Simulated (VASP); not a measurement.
**Mg: single point with r2SCAN**

The system is Mg.

```
Mg
1.0
    -1.87200    1.87200    1.71234
     1.87200   -1.87200    1.71234
     1.87200    1.87200   -1.71234
Mg
1
Direct
  0.00000 0.00000 0.00000
```

```
Program             : VASP 6.6.1
Task                : single point
Functional          : r2SCAN
Potentials or basis : VASP PAW PBE potentials, release 64 (Mg)
Cutoff              : 520 eV
k mesh              : 11 × 11 × 11
Occupations         : gaussian, width 0.01 eV
Spin                : no spin polarisation
```

| Item | Value |
| --- | --- |
| Pressure | -2.3 GPa |
| Band gap on the k mesh | zero (bands 1 and 2 overlap by 4.37 eV) |

Stress tensor (GPa, compression positive):
```
-2.56  0.00  0.00
 0.00 -2.56  0.00
 0.00  0.00 -1.75
```

Levels at points of the mesh, in eV from the Fermi level:
```tsv
k point	band 1	band 2	band 3	band 4	band 5	band 6
(0.00, 0.00, 0.00)	-7.24	12.38	14.30	14.30	14.63	14.81
```

Run time: 35 s on 1 thread of Intel(R) Xeon(R) Platinum 8488C (Sapphire Rapids), on a shared host, peak memory 0.15 GiB.

Caveat: the PAW data sets were made with another functional, which shifts forces and pressure a little.
